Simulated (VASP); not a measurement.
Set up this calculation in VASP 6.6.1, as the native input.

* Task: single point
* Functional: PBE
* Potentials or basis: VASP PAW PBE potentials, release 64 (Al, N)
* Cutoff: 520 eV
* k mesh: 6 × 6 × 6
* Occupations: gaussian, width 0.1 eV
* Spin: no spin polarisation
* Dipole correction: no
* Further INCAR settings: ALGO = Normal; EDIFF = 1e-06; NBANDS = 21

The structure of AlN lies in POSCAR:

```
AlN
1.0
    3.9006784900      0.0000000000      0.0000000000
    1.2612510000      3.6911432700      0.0000000000
    1.2612510000      0.9018833200      3.5792660000
Al N
3 3
Direct
    0.8662918400      0.8662918400      0.4531052000
    0.1337081600      0.5468948000      0.1337081600
    0.1337081600      0.1337081600      0.5468948000
    0.8662918400      0.4531052000      0.8662918400
    0.4531052000      0.8662918400      0.8662918400
    0.5468948000      0.1337081600      0.1337081600
```

The cell was built from a structure type or drawn by symmetry, and may not be a known phase.

These files were run (other wordings do the same):

INCAR

```
SYSTEM = AlN
PREC = Accurate
ENCUT = 520
EDIFF = 1E-6
ISMEAR = 0
SIGMA = 0.1
LREAL = .False.
LASPH = .True.
NELM = 80
ALGO = Normal
ISIF = 2
LWAVE = .False.
LCHARG = .False.
GGA = PE
NBANDS = 21
```

KPOINTS

```
Automatic mesh
0
Gamma
  6 6 6
  0 0 0
```

Potentials or basis: VASP PAW PBE potentials, release 64 (Al, N).

Command:

```sh
$ cat potpaw_PBE.64/Al/POTCAR potpaw_PBE.64/N/POTCAR > POTCAR
$ mpirun -np 1 vasp_std > vasp.out
```

Results of the run:

```yaml
Pressure: 113.3 GPa
Largest_force: 16.988 eV/Å
Band_gap_on_the_k_mesh: zero (bands 12 and 13 overlap by 1.17 eV)
```

Caveat: the cell stands under pressure; forces of over 1 eV/Å act on the atoms, so gaps and moduli don't describe the material at rest.

Wall time 110 s on 1 thread of Intel(R) Xeon(R) Platinum 8259CL CPU @ 2.50GHz (Skylake/Cascade Lake), on a shared host, peak memory 0.23 GiB.
